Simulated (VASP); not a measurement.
Wanted: the native input for a VASP 6.6.1 run.

- Task: single point
- Functional: r2SCAN
- Potentials or basis: VASP PAW PBE potentials, release 64 (B, N)
- Cutoff: 520 eV
- k mesh: 12 × 12 × 6
- Occupations: gaussian, width 0.05 eV
- Spin: no spin polarisation
- Dipole correction: no
- Further INCAR settings: ALGO = Normal; EDIFF = 1e-06; NBANDS = 16

Crystal: BN.

```
B N
1.0
     2.54397    0.00000    0.00000
    -1.27198    2.20314    0.00000
     0.00000    0.00000    4.20774
B N
2 2
Direct
  0.66667 0.33333 0.85721
  0.33333 0.66667 0.49980
  0.66667 0.33333 0.62520
  0.33333 0.66667 0.12520
```

These files were run (other wordings do the same):

POSCAR

```
BN
1.0
    2.5439665232      0.0000000000      0.0000000000
   -1.2719832616      2.2031396355      0.0000000000
    0.0000000000      0.0000000000      4.2077449317
B N
2 2
Direct
    0.6666666667      0.3333333333      0.8572053962
    0.3333333333      0.6666666667      0.4997995909
    0.6666666667      0.3333333333      0.6252004091
    0.3333333333      0.6666666667      0.1252004091
```

INCAR.step1

```
ALGO = Normal
EDIFF = 1E-4
ENCUT = 520
GGA = PE
ISMEAR = 0
LASPH = T
LCHARG = F
LREAL = F
LWAVE = T
NBANDS = 16
NELM = 60
PREC = Accurate
SIGMA = 0.05
```

INCAR.step2

```
ALGO = Normal
EDIFF = 1E-6
ENCUT = 520
ISIF = 2
ISMEAR = 0
ISTART = 1
LASPH = T
LCHARG = T
LELF = T
LMIXTAU = T
LREAL = F
LVHAR = T
LWAVE = F
METAGGA = R2SCAN
NBANDS = 16
NELM = 60
PREC = Accurate
SIGMA = 0.05
```

KPOINTS

```
k-points
0
Gamma
  12 12 6
```

Potentials or basis: VASP PAW PBE potentials, release 64 (B, N).

Run with:

```sh
$ cat potpaw_PBE.64/B/POTCAR potpaw_PBE.64/N/POTCAR > POTCAR
$ cp INCAR.step1 INCAR
$ mpirun -np 1 vasp_std > vasp.out
$ cp INCAR.step2 INCAR
$ mpirun -np 1 vasp_std > vasp.out
```

Results of the run:

- Pressure: 139.9 GPa
- Largest force: 76.647 eV/Å
- Band gap on the k mesh: zero (bands 8 and 9 overlap by 0.99 eV)

Caveat: atoms lie so close that the PAW spheres overlap strongly, which falsifies energies and pressures; the stress differs along the axes, from 36 to 348 GPa; the PAW data sets were made with another functional, which shifts forces and pressure a little.

Run time: 3.2 min on 1 thread of Intel Xeon 8259CL, on a shared host, peak memory 0.16 GiB.
